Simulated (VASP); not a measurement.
# Y (P6_3/mmc) in VASP: further runs

The runs below take Y through single point, relaxation of cell and atoms, with LDA.

All numbers are computed with VASP 6.6.1; they aren't measurements. Logs are shortened: lines on timing, memory, paths and dates and some standing lists are left out, and cuts for length are marked.

**1. The cell of the first run**

Symmetry: P6_3/mmc, No. 194, hexagonal system. Conventional cell: a = 3.523 Å, b = 3.523 Å, c = 5.506 Å, α = 90.00°, β = 90.00°, γ = 120.00°. Within 4.5 Å of Y (site symmetry -6m2) lie 12 Y at 3.42 to 3.52 Å.

**2. Single point, LDA**

INCAR

```
SYSTEM = Y
PREC     = Accurate       ! precision mode
ENCUT    = 520            ! plane-wave cutoff, eV
EDIFF    = 1E-6           ! SCF threshold, eV
ISMEAR   = 1              ! smearing method
SIGMA    = 0.1            ! smearing width, eV
LREAL    = .FALSE.        ! projectors in reciprocal space
LASPH    = .TRUE.         ! aspherical terms in the spheres
NELM     = 80             ! most SCF steps
ALGO     = Normal         ! electronic algorithm
ISIF     = 2              ! what is computed and relaxed
LWAVE    = .FALSE.        ! write WAVECAR
LCHARG   = .TRUE.         ! write CHGCAR
LELF     = .TRUE.         ! ELF
LVHAR    = .TRUE.       
NBANDS   = 18             ! bands
```

KPOINTS

```
regular mesh
0
G
  6 6 3
  0 0 0
```

POSCAR

```
Y
1.0
    3.5228079454      0.0000000000      0.0000000000
   -1.7614039727      3.0508411733      0.0000000000
    0.0000000000      0.0000000000      5.5059364959
Y
2
Direct
    0.3333333333      0.6666666667      0.2500000000
    0.6666666667      0.3333333333      0.7500000000
```

Potentials or basis: VASP PAW LDA potentials, release 64 (Y_sv).

On the command line:

```
cat potpaw_LDA.64/Y_sv/POTCAR > POTCAR
mpirun -np 1 vasp_std > vasp.out
```

OUTCAR:

```text
SYSTEM = Y
   PREC = Accurate
   ENCUT = 520
   EDIFF = 1E-6
   ISMEAR = 1
   LREAL = .FALSE.
   LASPH = .TRUE.
   NELM = 80
   ISIF = 2

 ion  position               nearest neighbor table
   1  0.333  0.667  0.250-   2 3.42   2 3.42   2 3.42   2 3.42   2 3.42   2 3.42
   2  0.667  0.333  0.750-   1 3.42   1 3.42   1 3.42   1 3.42   1 3.42   1 3.42

  LATTYP: Found a hexagonal cell.
 ALAT       =     3.5228079454
 C/A-ratio  =     1.5629397291

  Lattice vectors:

 A1 = (   3.5228079454,   0.0000000000,   0.0000000000)
 A2 = (  -1.7614039727,   3.0508411733,   0.0000000000)
 A3 = (   0.0000000000,   0.0000000000,   5.5059364959)

Analysis of symmetry for initial positions (statically):
=====================================================================
 Subroutine PRICEL returns:
 Original cell was already a primitive cell.

 Routine SETGRP: Setting up the symmetry group for a
 hexagonal supercell.

 Subroutine GETGRP returns: Found 24 space group operations
 (whereof 12 operations were pure point group operations)
 out of a pool of 24 trial point group operations.

The static configuration has the point symmetry D_3d.
 The point group associated with its full space group is D_6h.

Analysis of symmetry for dynamics (positions and initial velocities):
=====================================================================
 Subroutine PRICEL returns:
 Original cell was already a primitive cell.

 Routine SETGRP: Setting up the symmetry group for a
 hexagonal supercell.

 Subroutine GETGRP returns: Found 24 space group operations
 (whereof 12 operations were pure point group operations)
 out of a pool of 24 trial point group operations.

The dynamic configuration has the point symmetry D_3d.
 The point group associated with its full space group is D_6h.

 Subroutine INISYM returns: Found 24 space group operations
 (whereof 12 operations are pure point group operations),
 and found     1 'primitive' translations

----------------------------------------------------------------------------------------

                                     Primitive cell

  volume of cell :      59.1752

  direct lattice vectors                    reciprocal lattice vectors
     3.522807945  0.000000000  0.000000000     0.283864467  0.163889226  0.000000000
    -1.761403973  3.050841173  0.000000000     0.000000000  0.327778453  0.000000000
     0.000000000  0.000000000  5.505936496     0.000000000  0.000000000  0.181622146

  length of vectors
     3.522807945  3.522807945  5.505936496     0.327778453  0.327778453  0.181622146

  position of ions in fractional coordinates (direct lattice)
     0.333333333  0.666666667  0.250000000
     0.666666667  0.333333333  0.750000000

  ion indices of the primitive-cell ions
   primitive index   ion index
                 1           1
                 2           2

----------------------------------------------------------------------------------------

 KPOINTS: regular mesh

Automatic generation of k-mesh.
 Grid dimensions read from file:
 generate k-points for:    6    6    3

 Generating k-lattice:

  Cartesian coordinates                     Fractional coordinates (reciprocal lattice)
     0.047310745  0.027314871  0.000000000     0.166666667  0.000000000  0.000000000
     0.000000000  0.054629742  0.000000000     0.000000000  0.166666667  0.000000000
     0.000000000  0.000000000  0.060540715     0.000000000  0.000000000  0.333333333

  Length of vectors
     0.054629742  0.054629742  0.060540715

  Shift w.r.t. Gamma in fractional coordinates (k-lattice)
     0.000000000  0.000000000  0.000000000

 Subroutine IBZKPT returns following result:
 ===========================================

 Found     14 irreducible k-points:

 Following reciprocal coordinates:
            Coordinates               Weight
  0.000000  0.000000  0.000000      1.000000
  0.166667 -0.000000  0.000000      6.000000
  0.333333  0.000000  0.000000      6.000000
  0.500000  0.000000  0.000000      3.000000
  0.166667  0.166667  0.000000      6.000000
  0.333333  0.166667  0.000000     12.000000
  0.333333  0.333333  0.000000      2.000000
  0.000000  0.000000  0.333333      2.000000
  0.166667 -0.000000  0.333333     12.000000
  0.333333  0.000000  0.333333     12.000000
  0.500000  0.000000  0.333333      6.000000
  0.166667  0.166667  0.333333     12.000000
  0.333333  0.166667  0.333333     24.000000
  0.333333  0.333333  0.333333      4.000000
   k-points           NKPTS =     14   k-points in BZ     NKDIM =     14   number of bands    NBANDS=     18
   number of dos      NEDOS =    301   number of ions     NIONS =      2
   total plane-waves  NPLWV =  32928
   dimension x,y,z NGX =    28 NGY =   28 NGZ =   42
   dimension x,y,z NGXF=    56 NGYF=   56 NGZF=   84
   ions per type =               2
   NGX,Y,Z   is equivalent  to a cutoff of  13.21, 13.21, 12.68 a.u.
   NGXF,Y,Z  is equivalent  to a cutoff of  26.43, 26.43, 25.36 a.u.
 SYSTEM =  Y
   PREC   = accura    normal or accurate (medium, high low for compatibility)
   ISTART =      0    job   : 0-new  1-cont  2-samecut
   ICHARG =      2    charge: 1-file 2-atom 10-const
   ISPIN  =      1    spin polarized calculation?
   LNONCOLLINEAR =      F non collinear calculations
   LSORBIT =      F    spin-orbit coupling
   LASPH  =      T    aspherical Exc in radial PAW
   ENCUT  =  520.0 eV  38.22 Ry    6.18 a.u.   6.55  6.55 10.24*2*pi/ulx,y,z
   NELM   =     80;   NELMIN=  2; NELMDL= -5     # of ELM steps
   EDIFF  = 0.1E-05   stopping-criterion for ELM
   LREAL  =      F    real-space projection
   EDIFFG = 0.1E-04   stopping-criterion for IOM
   NSW    =      0    number of steps for IOM
   IBRION =     -1    ionic relax: 0-MD 1-quasi-New 2-CG
   NFREE  =      0    steps in history (QN), initial steepest desc. (CG)
   ISIF   =      2    stress and relaxation
   ISYM   =      2    0-nonsym 1-usesym 2-fastsym
   POTIM  = 0.5000    time-step for ionic-motion
   TEBEG  =    0.0;   TEEND  =   0.0 temperature during run
   PSTRESS=    0.0 pullay stress
   NELECT =      22.0000    total number of electrons
   NUPDOWN=      -1.0000    fix difference up-down
   EMIN   =  10.00;   EMAX   =-10.00  energy-range for DOS
   EFERMI =   0.00;   METHOD = LEGACY
   ISMEAR =     1;   SIGMA  =   0.10  broadening in eV -4-tet -1-fermi 0-gaus
   EFERMI_NEDOS =   21; number of points for ismear=-14 and -15
   IALGO  =     38    algorithm
   IMIX   =      4    mixing-type and parameters
     AMIX     =   0.40;   BMIX     =  1.00
     AMIX_MAG =   1.60;   BMIX_MAG =  1.00
  volume/ion in A,a.u.               =      29.59       199.67
  Fermi-wavevector in a.u.,A,eV,Ry     =   1.177161  2.224511 18.853697  1.385708
  Thomas-Fermi vector in A             =   2.313512
   LORBIT       =      0    0 simple, 1 ext, 2 COOP (PROOUT), +10 PAW based schemes
   GGA     = CA    functional components
   LHFCALC =     F    Hartree Fock is set to
   AEXX    =    0.0000 exact exchange contribution
   IVDW    =     0    specifies the selected vdW correction
   LEPSILON=     F    determine dielectric tensor
   LRPA    =     F    only Hartree local field effects (RPA)
 non-spin polarized calculation
 Methfessel and Paxton  Order N= 1 SIGMA  =   0.10
  energy-cutoff  :      520.00
  volume of cell :       59.18
 maximum number of plane-waves:      1622
 NGX is ok and might be reduce to    28
   NGX = 13   NGY = 13   NGZ = 21

 number of electron      22.0000000 magnetization

 Free energy of the ion-electron system (eV)
  ---------------------------------------------------
  ext. energy  EPLUGINS =         0.00000000
  ---------------------------------------------------
  free energy    TOTEN  =       -13.93436152 eV

  energy without entropy =      -13.93564167  energy(sigma->0) =      -13.93478824

 E-fermi :   3.3101     XC(G=0): -10.0544

 val. band max:        3.2244918807   @ k =   0.3333   0.1667   0.0000
 cond. band min:       3.3314777812   @ k =   0.1667   0.1667   0.0000
 fundamental gap:      0.1069859005
 Fermi energy:         3.3101256832

 k-point     1 :       0.0000    0.0000    0.0000
  band No.  band energies     occupation
      1     -38.8530      2.00000
      2     -38.7334      2.00000
      3     -19.4082      2.00000
      4     -18.7237      2.00000
      5     -18.7237      2.00000
      6     -18.5960      2.00000
[... 10 lines left out ...]
     17       6.2837      0.00000
     18       6.2837      0.00000

 k-point     2 :       0.1667   -0.0000    0.0000
  band No.  band energies     occupation
      1     -38.8320      2.00000
      2     -38.7265      2.00000
      3     -19.3401      2.00000
      4     -18.8590      2.00000
      5     -18.7686      2.00000
      6     -18.7355      2.00000
[... 10 lines left out ...]
     17       6.2476      0.00000
     18       6.4012      0.00000

 k-point     3 :       0.3333    0.0000    0.0000
  band No.  band energies     occupation
      1     -38.7857      2.00000
      2     -38.7168      2.00000
      3     -19.1729      2.00000
      4     -19.1300      2.00000
      5     -18.9925      2.00000
      6     -18.8515      2.00000
[... 10 lines left out ...]
     17       7.5820      0.00000
     18       7.8929      0.00000

 k-point     4 :       0.5000    0.0000    0.0000
  band No.  band energies     occupation
      1     -38.7567      2.00000
      2     -38.7176      2.00000
      3     -19.2642      2.00000
      4     -19.1124      2.00000
      5     -19.0470      2.00000
      6     -18.8907      2.00000
[... 165 lines left out ...]
      4     -19.0681      2.00000
      5     -18.8545      2.00000
      6     -18.8258      2.00000
[... 10 lines left out ...]
     17       7.5901      0.00000
     18       7.8752      0.00000

 k-point    13 :       0.3333    0.1667    0.3333
  band No.  band energies     occupation
      1     -38.7470      2.00000
      2     -38.7272      2.00000
      3     -19.2785      2.00000
      4     -19.2108      2.00000
      5     -18.9531      2.00000
      6     -18.8494      2.00000
[... 10 lines left out ...]
     17       8.1910      0.00000
     18       9.3321      0.00000

 k-point    14 :       0.3333    0.3333    0.3333
  band No.  band energies     occupation
      1     -38.7301      2.00000
      2     -38.7301      2.00000
      3     -19.1989      2.00000
      4     -19.1989      2.00000
      5     -19.0986      2.00000
      6     -18.9560      2.00000
[... 10 lines left out ...]
     17       8.3634      0.00000
     18       8.3634      0.00000

------------------------ aborting loop because EDIFF is reached ----------------------------------------

  FORCE on cell =-STRESS in cart. coord.  units (eV):
  Direction    XX          YY          ZZ          XY          YZ          ZX
  --------------------------------------------------------------------------------------
  -------------------------------------------------------------------------------------
  Total       -0.0078011     -0.0078011     -0.1110966      0.0000000      0.0000000      0.0000000
  in kB       -0.2112159     -0.2112159     -3.0079571      0.0000000      0.0000000      0.0000000
  external PRESSURE =      -1.1434629 kB  Pullay stress =       0.0000000 kB

 VOLUME and BASIS-vectors are now :
 -----------------------------------------------------------------------------
  energy-cutoff  :      520.00
  volume of cell :       59.18
      direct lattice vectors                 reciprocal lattice vectors
     3.522807945  0.000000000  0.000000000     0.283864467  0.163889226  0.000000000
    -1.761403973  3.050841173  0.000000000     0.000000000  0.327778453  0.000000000
     0.000000000  0.000000000  5.505936496     0.000000000  0.000000000  0.181622146

 POSITION                                       TOTAL-FORCE (eV/Angst)
 -----------------------------------------------------------------------------------
     -0.00000      2.03389      1.37648        -0.000000      0.000000      0.000000
      1.76140      1.01695      4.12945         0.000000     -0.000000      0.000000
 -----------------------------------------------------------------------------------
    total drift:                                0.000000     -0.000000      0.000000

  FREE ENERGIE OF THE ION-ELECTRON SYSTEM (eV)
  ---------------------------------------------------
  free  energy   TOTEN  =       -13.9343615155 eV

  energy  without entropy=      -13.9356416744  energy(sigma->0) =      -13.93478824
```

Wall time 11 s (1 thread of Intel Xeon Platinum 8559C (Emerald Rapids), shared host); peak memory 0.16 GiB.

What came out:

| Quantity | Value |
| --- | --- |
| Free energy | -13.9344 eV |
| Pressure | -0.1 GPa |
| Band gap on the k mesh | zero (band 11 reaches 4.70 eV, above the bottom of band 12 at 2.95 eV) |

Stress tensor (GPa, compression positive):
```
-0.02  0.00  0.00
 0.00 -0.02  0.00
 0.00  0.00 -0.30
```

Levels at points of the mesh, in eV from the Fermi level:
```tsv
k point	band 9	band 10	band 11	band 12	band 13	band 14
(0.00, 0.00, 0.00)	-4.78	-1.99	1.39	1.82	1.82	2.20
(0.50, 0.00, 0.00)	-1.67	-1.36	-0.94	0.18	1.50	1.63
```

Caveat: the k points lie up to 0.38 Å⁻¹ apart.

**3. Relaxation of cell and atoms, LDA**

This run uses another cell than the first one, of 33.01 Å³/atom, 1.116 times its volume.

INCAR

```
SYSTEM = Y
ALGO     = Normal         ! electronic algorithm
EDIFF    = 1E-6           ! SCF threshold, eV
EDIFFG   = -0.01          ! ionic threshold
ENCUT    = 600            ! plane-wave cutoff, eV
IBRION   = 2              ! ionic algorithm
ISIF     = 3              ! what is computed and relaxed
ISMEAR   = 1              ! smearing method
LASPH    = .TRUE.         ! aspherical terms in the spheres
LCHARG   = .FALSE.        ! write CHGCAR
LREAL    = .FALSE.        ! projectors in reciprocal space
LWAVE    = .FALSE.        ! write WAVECAR
NELM     = 100            ! most SCF steps
NSW      = 80             ! ionic steps
PREC     = Accurate       ! precision mode
SIGMA    = 0.1            ! smearing width, eV
```

KPOINTS

```
k-points
0
G
  6 6 3
  0 0 0
```

POSCAR

```
Y
1.0
    3.6474000000      0.0000000000      0.0000000000
   -1.8237000000      3.1587410000      0.0000000000
    0.0000000000      0.0000000000      5.7306000000
Y
2
Direct
    0.3333333333      0.6666666667      0.2500000000
    0.6666666667      0.3333333333      0.7500000000
```

Potentials or basis: VASP PAW LDA potentials, release 64 (Y_sv).

On the command line:

```
cat potpaw_LDA.64/Y_sv/POTCAR > POTCAR
mpirun -np 1 vasp_std > vasp.out
```

It took 1.9 min on 1 thread of Intel Xeon Platinum 8559C (Emerald Rapids), shared host; peak memory 0.19 GiB.

Results (log left out):

* Free energy: -13.9349 eV
* Relaxed volume: 29.51 Å³/atom
* Relaxed cell: a = 3.525 Å, b = 3.525 Å, c = 5.486 Å, α = 90.00°, β = 90.00°, γ = 120.00°
* Space group after relaxing (to 0.05 Å): P6_3/mmc (No. 194)
* Energy gained by relaxing: 52.0 meV/atom
* Ionic steps: 14
* Pressure after relaxing: 0.0 GPa
* Band gap on the k mesh: zero (band 11 reaches 4.76 eV, above the bottom of band 12 at 2.96 eV)

Step by step:
| step | energy change (eV) | largest force (eV/Å) | pressure (GPa) | volume (Å³) |
| --- | --- | --- | --- | --- |
| 1 | 0.0000 | 0.0000 | -4.33 | 66.02 |
| 2 | -0.1000 | 0.0000 | 0.94 | 57.86 |
| 3 | -0.1036 | 0.0000 | 0.06 | 58.97 |
| 4 | -0.1036 | 0.0000 | -0.03 | 59.11 |
| 5 | -0.1039 | 0.0000 | -0.06 | 59.10 |
| 6 | -0.1039 | 0.0000 | -0.07 | 59.10 |
| 7 | -0.1039 | 0.0000 | -0.08 | 59.10 |
| 8 | -0.1040 | 0.0000 | -0.02 | 59.10 |
| 9 | -0.1039 | 0.0000 | -0.07 | 59.10 |
| 10 | -0.1039 | 0.0000 | -0.07 | 59.10 |
| 11 | -0.1040 | 0.0000 | -0.07 | 59.10 |
| 12 | -0.1040 | 0.0000 | -0.07 | 59.10 |
| 13 | -0.1040 | 0.0000 | 0.09 | 58.97 |
| 14 | -0.1040 | 0.0000 | -0.02 | 59.02 |

Final structure:
```xyz
2
Lattice="3.5245 0.0000 0.0000 -1.7623 3.0523 0.0000 0.0000 0.0000 5.4858" Properties=species:S:1:pos:R:3 pbc="T T T"
Y     0.0000    2.0349    1.3714
Y     1.7623    1.0174    4.1143
```

Levels at points of the mesh, in eV from the Fermi level:
| k point | band 9 | band 10 | band 11 | band 12 | band 13 | band 14 |
| --- | --- | --- | --- | --- | --- | --- |
| (0.00, 0.00, 0.00) | -4.78 | -1.98 | 1.44 | 1.82 | 1.82 | 2.24 |
| (0.50, 0.00, 0.00) | -1.67 | -1.37 | -0.93 | 0.17 | 1.48 | 1.66 |

Caveat: the k points lie up to 0.38 Å⁻¹ apart in the final cell; the volume moved by -11 % from the deposited cell, more than functionals usually miss. Zero-point motion and thermal expansion aren't in these numbers.
